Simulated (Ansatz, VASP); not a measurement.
## One calculation of PbF2, two programs

File INCAR:

```
PREC = Accurate
ENCUT = 520
EDIFF = 1E-6
ISMEAR = 0
SIGMA = 0.05
LREAL = F
LASPH = T
NELM = 60
ALGO = Normal
ISIF = 2
LWAVE = F
LCHARG = F
GGA = PS
NBANDS = 21
```

Contents of KPOINTS:

```
Automatic mesh
0
Gamma
  8 8 8
```

The input POSCAR:

```
PbF2
1.0
    0.0000000000      3.2262868683      2.5165037573
    3.2262868683      0.0000000000      2.5165037573
    3.2262868683      3.2262868683      0.0000000000
Pb F
1 2
Direct
    0.0000000000      0.0000000000      0.0000000000
    0.2500000000      0.2500000000      0.2500000000
    0.7500000000      0.7500000000      0.7500000000
```

Input for Ansatz:

```yaml
crystal:
  lattice:
    - [0.0, 3.2262868683, 2.5165037573]
    - [3.2262868683, 0.0, 2.5165037573]
    - [3.2262868683, 3.2262868683, 0.0]
  atoms:
    - { symbol: Pb, position: [0.0, 0.0, 0.0] }
    - { symbol: F, position: [0.25, 0.25, 0.25] }
    - { symbol: F, position: [0.75, 0.75, 0.75] }
basis:
  ecutwfc: 420
kpoints:
  mp_grid: { grid: [8, 8, 8] }
hamiltonian:
  xc: pbesol
scf:
  occupations: { method: gaussian, width: 0.05 }
output:
  forces: true
  stress: true
  eigenvalues: true
```

Alike in both runs: task single point; functional PBEsol; k mesh 8 × 8 × 8; occupations gaussian, width 0.05 eV; no spin polarisation.

|  | VASP | Ansatz |
| --- | --- | --- |
| version | VASP 6.6.1 | Ansatz 0.2.0 |
| potentials or method | VASP PAW PBE potentials, release 64 (Pb_d, F), cutoff 520 eV | scalar-relativistic, plane waves, PAW |
| valence electrons in the cell | 28 | 28 |

Ansatz gave:

| Item | Value |
| --- | --- |
| gap on the k mesh at the Fermi level (eV) | 3.41 |
| least direct gap on the mesh (eV) | 3.92 |
| pressure (GPa) | -2.6 |
| traceless stress, the component that is largest in VASP (GPa) | 10.60 |

Problem. Estimate VASP's values.

Solution. gap on the k mesh at the Fermi level (eV): 3.40; least direct gap on the mesh (eV): 3.92; pressure (GPa): -2.9; traceless stress, the component that is largest in VASP (GPa): 10.60.

VASP's potentials were made for PBE, not for PBEsol. With one functional, cell and mesh, what is left measures potentials, basis and numerics.

Spin-orbit coupling is off throughout.
